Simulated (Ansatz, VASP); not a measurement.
# Ga3AsN2: VASP beside Ansatz

INCAR

```
SYSTEM = Ga3AsN2
PREC = Accurate ; ENCUT = 520
EDIFF = 1E-7 ; ISMEAR = -1
SIGMA = 0.02 ; LREAL = .FALSE.
LASPH = .TRUE. ; NELM = 100
ALGO = Normal ; ISIF = 2
LWAVE = .FALSE. ; LCHARG = .FALSE.
GGA = PE ; NBANDS = 36
```

Contents of KPOINTS:

```
Automatic mesh
0
G
  9 9 4
  0 0 0
```

File POSCAR:

```
Ga3AsN2
1.0
    3.5356573659      0.0000000000      0.0000000000
   -1.7678286829      3.0619690979      0.0000000000
    0.0000000000      0.0000000000      8.9666422246
N As Ga
2 1 3
Direct
    0.0000000000      0.0000000000      0.0203313791
    0.3333333333      0.6666666667      0.3112960113
    0.6666666667      0.3333333333      0.6592585211
    0.3333333333      0.6666666667      0.0859687479
    0.6666666667      0.3333333333      0.3754390578
    0.0000000000      0.0000000000      0.7977062828
```

Input for Ansatz:

```yaml
crystal:
  lattice:
    - [3.5356573659, 0.0, 0.0]
    - [-1.7678286829, 3.0619690979, 0.0]
    - [0.0, 0.0, 8.9666422246]
  atoms:
    - { symbol: "N", position: [0.0, 0.0, 0.0203313791] }
    - { symbol: "N", position: [0.3333333333, 0.6666666667, 0.3112960113] }
    - { symbol: As, position: [0.6666666667, 0.3333333333, 0.6592585211] }
    - { symbol: Ga, position: [0.3333333333, 0.6666666667, 0.0859687479] }
    - { symbol: Ga, position: [0.6666666667, 0.3333333333, 0.3754390578] }
    - { symbol: Ga, position: [0.0, 0.0, 0.7977062828] }
kpoints:
  mp_grid: { grid: [9, 9, 4] }
hamiltonian:
  xc: pbe
scf:
  occupations: { method: fermi_dirac, width: 0.02 }
  n_extra_bands: 5
output:
  forces: true
  stress: true
  eigenvalues: true
```

Alike in both runs: task single point; functional PBE; k mesh 9 × 9 × 4; occupations fermi-dirac, width 0.02 eV; no spin polarisation.

|  | VASP | Ansatz |
| --- | --- | --- |
| version | VASP 6.6.1 | Ansatz 0.2.0 |
| potentials or method | VASP PAW PBE potentials, release 64 (N, As, Ga_d) | plane waves, PAW |
| plane-wave cutoff (eV) | 520 | 420 |
| valence electrons in the cell | 54 | 64 |

|  | VASP | Ansatz | Ansatz less VASP |
| --- | --- | --- | --- |
| pressure (GPa) | -5.5 | -5.7 | -0.25 |
| traceless stress, the component that is largest in VASP (GPa) | -0.34 | -0.33 | +0.014 |
| rms of the force components (eV/Å) | 0.105 | 0.107 | +0.0018 |

Atom by atom the forces differ by 0.003 eV/Å (rms over components). VASP's potentials hold 54 valence electrons a cell and Ansatz's 64, so a difference there can come from the potentials and not from the codes.
